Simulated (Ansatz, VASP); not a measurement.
TiTe in VASP and in Ansatz

File INCAR:

```
SYSTEM = TiTe
  PREC = Accurate
  ENCUT = 520
  EDIFF = 1E-6
  ISMEAR = -1
  SIGMA = 0.05
  LREAL = .FALSE.
  LASPH = .TRUE.
  NELM = 80
  ALGO = Normal
  ISIF = 2
  LWAVE = .FALSE.
  LCHARG = .FALSE.
  NBANDS = 16
```

The input KPOINTS:

```
regular mesh
0
G
  12 12 12
  0 0 0
```

POSCAR

```
TiTe
1.0
    0.0000000000      2.1119045802      2.1119045802
    2.1119045802      0.0000000000      2.1119045802
    2.1119045802      2.1119045802      0.0000000000
Ti Te
1 1
Direct
    0.0000000000      0.0000000000      0.0000000000
    0.5000000000      0.5000000000      0.5000000000
```

Input for Ansatz:

```yaml
crystal:
  lattice:
    - [0.0, 2.1119045802, 2.1119045802]
    - [2.1119045802, 0.0, 2.1119045802]
    - [2.1119045802, 2.1119045802, 0.0]
  atoms:
    - { symbol: Ti, position: [0.0, 0.0, 0.0] }
    - { symbol: Te, position: [0.5, 0.5, 0.5] }
kpoints:
  mp_grid: { grid: [12, 12, 12] }
scf:
  occupations: { method: fermi_dirac, width: 0.05 }
hamiltonian:
  xc: lda
  pseudopotentials: { kind: all_electron, datasets: crystal }
output:
  forces: true
  stress: true
  eigenvalues: true
```

Change from the starting cell: volume scaled by 0.45, crystal datasets.

Alike in both runs: task single point; functional LDA; k mesh 12 × 12 × 12; occupations fermi-dirac, width 0.05 eV; no spin polarisation.

|  | VASP | Ansatz |
| --- | --- | --- |
| version | VASP 6.6.1 | Ansatz 0.2.0 |
| potentials or method | VASP PAW LDA potentials, release 64 (Ti_sv, Te), cutoff 520 eV | all-electron PAW with datasets made for the crystal, scalar-relativistic |

|  | VASP | Ansatz | Ansatz less VASP |
| --- | --- | --- | --- |
| pressure (GPa) | 400.2 | 403.8 | +3.52 |

LDA's correlation is that of Perdew and Zunger in VASP and of Perdew and Wang (1992) in Ansatz. Both programs put the cell under a high pressure, so it lies far from rest at this level. Ansatz ran all-electron here, and VASP with PAW potentials.

Neither program's run includes spin-orbit coupling. Noted on VASP's run: the cell as given lies far from equilibrium.
